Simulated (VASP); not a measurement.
# Rh (I4_1/amd) in VASP: relaxation of cell and atoms with PBE

Aim: the relaxation of cell and atoms of Rh with PBE.

All numbers are computed with VASP 6.6.1; they aren't measurements. Logs are shortened: lines on timing, memory, paths and dates and some standing lists are left out, and cuts for length are marked.

### Step 1. The cell of the first run

It takes space group I4_1/amd (No. 141, tetragonal). Conventional cell: a = 4.843 Å, b = 4.843 Å, c = 2.767 Å, α = 90.00°, β = 90.00°, γ = 90.00°. Rh (site symmetry -4m2) has 10 Rh at 2.52 to 3.19 Å within 3.3 Å.

### Step 2. Relaxation of cell and atoms, PBE, target pressure -6.8 GPa, at which the enthalpy is minimised

INCAR

```
SYSTEM = Rh
ALGO = Normal
EDIFF = 1E-6
EDIFFG = -0.005
ENCUT = 600
GGA = PE
IBRION = 2
ISIF = 3
ISMEAR = -1
LASPH = .True.
LCHARG = .False.
LREAL = .False.
LWAVE = .False.
NELM = 80
NSW = 32
PREC = Accurate
PSTRESS = -68.0
SIGMA = 0.1
```

KPOINTS

```
k-points
0
Gamma
  17 17 17
  0 0 0
```

POSCAR

```
Rh
1.0
   -2.4215666126      2.4215666126      1.3833687996
    2.4215666126     -2.4215666126      1.3833687996
    2.4215666126      2.4215666126     -1.3833687996
Rh
2
Direct
   -0.3750000000     -0.1250000000     -0.2500000000
    0.3750000000      0.1250000000      0.2500000000
```

Potentials or basis: VASP PAW PBE potentials, release 64 (Rh_pv).

On the command line:

```bash
> cat potpaw_PBE.64/Rh_pv/POTCAR > POTCAR
> mpirun -np 1 vasp_std > vasp.out
```

OUTCAR:

```text
SYSTEM = Rh
   EDIFF = 1E-6
   EDIFFG = -0.005
   ENCUT = 600
   GGA = PE
   IBRION = 2
   ISIF = 3
   ISMEAR = -1
   LASPH = .True.
   LREAL = .False.
   NELM = 80
   NSW = 32
   PREC = Accurate
   PSTRESS = -68.0

 ion  position               nearest neighbor table
   1  0.625  0.875  0.750-   2 2.52   2 2.52   2 2.52   2 2.52   2 3.19   2 3.19   2 3.19   2 3.19

   2  0.375  0.125  0.250-   1 2.52   1 2.52   1 2.52   1 2.52   1 3.19   1 3.19   1 3.19   1 3.19

  LATTYP: Found a body centered tetragonal cell.
 ALAT       =     4.8431332252
 C/A-ratio  =     0.5712701820

  Lattice vectors:

 A1 = (  -2.4215666126,   2.4215666126,   1.3833687996)
 A2 = (   2.4215666126,  -2.4215666126,   1.3833687996)
 A3 = (   2.4215666126,   2.4215666126,  -1.3833687996)

Analysis of symmetry for initial positions (statically):
=====================================================================
 Subroutine PRICEL returns:
 Original cell was already a primitive cell.

 Routine SETGRP: Setting up the symmetry group for a
 body centered tetragonal supercell.

 Subroutine GETGRP returns: Found 16 space group operations
 (whereof  4 operations were pure point group operations)
 out of a pool of 16 trial point group operations.

The static configuration has the point symmetry C_2h.
 The point group associated with its full space group is D_4h.

Analysis of symmetry for dynamics (positions and initial velocities):
=====================================================================
 Subroutine PRICEL returns:
 Original cell was already a primitive cell.

 Routine SETGRP: Setting up the symmetry group for a
 body centered tetragonal supercell.

 Subroutine GETGRP returns: Found 16 space group operations
 (whereof  4 operations were pure point group operations)
 out of a pool of 16 trial point group operations.

The dynamic configuration has the point symmetry C_2h.
 The point group associated with its full space group is D_4h.

 Subroutine INISYM returns: Found 16 space group operations
 (whereof  4 operations are pure point group operations),
 and found     1 'primitive' translations

----------------------------------------------------------------------------------------

                                     Primitive cell

  volume of cell :      32.4482

  direct lattice vectors                    reciprocal lattice vectors
    -2.421566613  2.421566613  1.383368800     0.000000000  0.206477905  0.361436517
     2.421566613 -2.421566613  1.383368800     0.206477905  0.000000000  0.361436517
     2.421566613  2.421566613 -1.383368800     0.206477905  0.206477905  0.000000000

  length of vectors
     3.693464357  3.693464357  3.693464357     0.416256508  0.416256508  0.292003853

  position of ions in fractional coordinates (direct lattice)
     0.625000000  0.875000000  0.750000000
     0.375000000  0.125000000  0.250000000

  ion indices of the primitive-cell ions
   primitive index   ion index
                 1           1
                 2           2

----------------------------------------------------------------------------------------

 KPOINTS: k-points

Automatic generation of k-mesh.
 Grid dimensions read from file:
 generate k-points for:   17   17   17

 Generating k-lattice:

  Cartesian coordinates                     Fractional coordinates (reciprocal lattice)
     0.000000000  0.012145759  0.021260972     0.058823529  0.000000000  0.000000000
     0.012145759  0.000000000  0.021260972     0.000000000  0.058823529  0.000000000
     0.012145759  0.012145759  0.000000000     0.000000000  0.000000000  0.058823529

  Length of vectors
     0.024485677  0.024485677  0.017176697

  Shift w.r.t. Gamma in fractional coordinates (k-lattice)
     0.000000000  0.000000000  0.000000000

 Subroutine IBZKPT returns following result:
 ===========================================

 Found    405 irreducible k-points:

 Following reciprocal coordinates:
            Coordinates               Weight
  0.000000  0.000000  0.000000      1.000000
  0.058824  0.000000  0.000000      8.000000
  0.117647  0.000000  0.000000      8.000000
  0.176471  0.000000 -0.000000      8.000000
  0.235294  0.000000  0.000000      8.000000
  0.294118  0.000000  0.000000      8.000000
[... 16 lines left out ...]
 -0.176471  0.058824  0.000000     16.000000
 -0.117647  0.058824  0.000000     16.000000
 [... further k-points ...]
   k-points           NKPTS =    405   k-points in BZ     NKDIM =    405   number of bands    NBANDS=     19
   number of dos      NEDOS =    301   number of ions     NIONS =      2
   total plane-waves  NPLWV =  27000
   dimension x,y,z NGX =    30 NGY =   30 NGZ =   30
   dimension x,y,z NGXF=    60 NGYF=   60 NGZF=   60
   ions per type =               2
   NGX,Y,Z   is equivalent  to a cutoff of  13.50, 13.50, 13.50 a.u.
   NGXF,Y,Z  is equivalent  to a cutoff of  27.01, 27.01, 27.01 a.u.
 SYSTEM =  Rh
   PREC   = accura    normal or accurate (medium, high low for compatibility)
   ISTART =      0    job   : 0-new  1-cont  2-samecut
   ICHARG =      2    charge: 1-file 2-atom 10-const
   ISPIN  =      1    spin polarized calculation?
   LNONCOLLINEAR =      F non collinear calculations
   LSORBIT =      F    spin-orbit coupling
   LASPH  =      T    aspherical Exc in radial PAW
   ENCUT  =  600.0 eV  44.10 Ry    6.64 a.u.   7.38  7.38  7.38*2*pi/ulx,y,z
   NELM   =     80;   NELMIN=  2; NELMDL= -5     # of ELM steps
   EDIFF  = 0.1E-05   stopping-criterion for ELM
   LREAL  =      F    real-space projection
   EDIFFG = -.5E-02   stopping-criterion for IOM
   NSW    =     32    number of steps for IOM
   IBRION =      2    ionic relax: 0-MD 1-quasi-New 2-CG
   NFREE  =      1    steps in history (QN), initial steepest desc. (CG)
   ISIF   =      3    stress and relaxation
   ISYM   =      2    0-nonsym 1-usesym 2-fastsym
   POTIM  = 0.5000    time-step for ionic-motion
   TEBEG  =    0.0;   TEEND  =   0.0 temperature during run
   PSTRESS=  -68.0 pullay stress
   NELECT =      30.0000    total number of electrons
   NUPDOWN=      -1.0000    fix difference up-down
   EMIN   =  10.00;   EMAX   =-10.00  energy-range for DOS
   EFERMI =   0.00;   METHOD = LEGACY
   ISMEAR =    -1;   SIGMA  =   0.10  broadening in eV -4-tet -1-fermi 0-gaus
   EFERMI_NEDOS =   21; number of points for ismear=-14 and -15
   IALGO  =     38    algorithm
   IMIX   =      4    mixing-type and parameters
     AMIX     =   0.40;   BMIX     =  1.00
     AMIX_MAG =   1.60;   BMIX_MAG =  1.00
  volume/ion in A,a.u.               =      16.22       109.49
  Fermi-wavevector in a.u.,A,eV,Ry     =   1.594844  3.013819 34.606808  2.543529
  Thomas-Fermi vector in A             =   2.692856
   LORBIT       =      0    0 simple, 1 ext, 2 COOP (PROOUT), +10 PAW based schemes
   GGA     = PE    functional components
   LHFCALC =     F    Hartree Fock is set to
   AEXX    =    0.0000 exact exchange contribution
   IVDW    =     0    specifies the selected vdW correction
   LEPSILON=     F    determine dielectric tensor
   LRPA    =     F    only Hartree local field effects (RPA)
 conjugate gradient relaxation of ions
 non-spin polarized calculation
  energy-cutoff  :      600.00
  volume of cell :       32.45
 maximum number of plane-waves:      1111
 NGX is ok and might be reduce to    30
   NGX = 15   NGY = 15   NGZ = 15

--------------------------------------- Ionic step        1  -------------------------------------------

 number of electron      30.0000008 magnetization

 Free energy of the ion-electron system (eV)
  ---------------------------------------------------
  ext. energy  EPLUGINS =         0.00000000
  ---------------------------------------------------
  free energy    TOTEN  =       -13.44943912 eV

  energy without entropy =      -13.34577294  energy(sigma->0) =      -13.39760603

------------------------ aborting loop because EDIFF is reached ----------------------------------------

  FORCE on cell =-STRESS in cart. coord.  units (eV):
  Direction    XX          YY          ZZ          XY          YZ          ZX
  --------------------------------------------------------------------------------------
  -------------------------------------------------------------------------------------
  Total       -1.3844756     -1.3844756     -1.4013277      0.0000000      0.0000000      0.0000000
  in kB      -68.3604739    -68.3604739    -69.1925720      0.0000000      0.0000000      0.0000000
  external PRESSURE =      -0.6378399 kB  Pullay stress =     -68.0000000 kB
[... 61 lines left out ...]
  enthalpy is  TOTEN    =       -14.8266149387 eV   P V=       -1.3758879803

--------------------------------------- Ionic step        3  -------------------------------------------

 number of electron      30.0000008 magnetization

 Free energy of the ion-electron system (eV)
  ---------------------------------------------------
  ext. energy  EPLUGINS =         0.00000000
  ---------------------------------------------------
  free energy    TOTEN  =       -13.45011658 eV

  energy without entropy =      -13.34649942  energy(sigma->0) =      -13.39830800

 E-fermi :   9.2129     XC(G=0): -12.8935

 val. band max:        9.2124387067   @ k =   0.4118   0.2353   0.0000
 cond. band min:       9.2133447299   @ k =  -0.4118   0.1176   0.0000
 fundamental gap:      0.0009060232
 Fermi energy:         9.2128577911

 k-point     1 :       0.0000    0.0000    0.0000
  band No.  band energies     occupation
      1     -37.4079      2.00000
      2     -37.4079      2.00000
      3     -36.8482      2.00000
      4     -36.8340      2.00000
      5     -36.7993      2.00000
      6     -36.7993      2.00000
[... 11 lines left out ...]
     18      15.9777      0.00000
     19      15.9777      0.00000
[... 489 lines left out ...]
      3     -36.8799      2.00000
      4     -36.8430      2.00000
      5     -36.8099      2.00000
      6     -36.7921      2.00000
[... 11 lines left out ...]
     18      15.6152      0.00000
     19      16.4912      0.00000

 [... further k-points ...]

------------------------ aborting loop because EDIFF is reached ----------------------------------------

  FORCE on cell =-STRESS in cart. coord.  units (eV):
  Direction    XX          YY          ZZ          XY          YZ          ZX
  --------------------------------------------------------------------------------------
  -------------------------------------------------------------------------------------
  Total       -1.3707055     -1.3707055     -1.3829341      0.0000000      0.0000000      0.0000000
  in kB      -67.7136654    -67.7136654    -68.3177640      0.0000000      0.0000000      0.0000000
  external PRESSURE =       0.0849684 kB  Pullay stress =     -68.0000000 kB
[... 17 lines left out ...]
  FREE ENERGIE OF THE ION-ELECTRON SYSTEM (eV)
  ---------------------------------------------------
  free  energy   TOTEN  =       -13.4501165817 eV

  energy  without entropy=      -13.3464994203  energy(sigma->0) =      -13.39830800

  enthalpy is  TOTEN    =       -14.8266183062 eV   P V=       -1.3765017245

 reached required accuracy - stopping structural energy minimisation
```

Wall time 13 min (1 thread of Intel Xeon 8259CL, shared host); peak memory 0.38 GiB.

Results:

```yaml
Free_energy: -13.4501 eV
Relaxed_volume: 16.22 Å³/atom
Relaxed_cell: a = 3.693 Å, b = 3.693 Å, c = 3.693 Å, α = 98.06°, β = 98.06°, γ = 136.02°
Space_group_after_relaxing_to_0.1_Å: I4_1/amd (No. 141)
Energy_change_on_relaxing_the_run_minimises_the_enthalpy: -0.3 meV/atom
Ionic_steps: 3
Pressure_after_relaxing: -6.8 GPa
Band_gap_on_the_k_mesh: zero (bands 15 and 16 overlap by 1.84 eV)
```

Step by step:
```tsv
step	energy change (eV)	largest force (eV/Å)	pressure (GPa)	volume (Å³)
1	0.0000	0.0000	-6.86	32.45
2	-0.0013	0.0000	-6.71	32.42
3	-0.0007	0.0000	-6.79	32.43
```

Final structure:
```
Rh
1.0
    -2.42134    2.42134    1.38295
     2.42134   -2.42134    1.38295
     2.42134    2.42134   -1.38295
Rh
2
Direct
  0.62500 0.87500 0.75000
  0.37500 0.12500 0.25000
```

Levels at points of the mesh, in eV from the Fermi level:
| k point | band 13 | band 14 | band 15 | band 16 | band 17 | band 18 |
| --- | --- | --- | --- | --- | --- | --- |
| (0.00, 0.00, 0.00) | -0.99 | -0.91 | -0.91 | 0.87 | 1.79 | 6.76 |

Caveat: the cell is relaxed towards a set pressure, so the run minimises the enthalpy, not the energy.
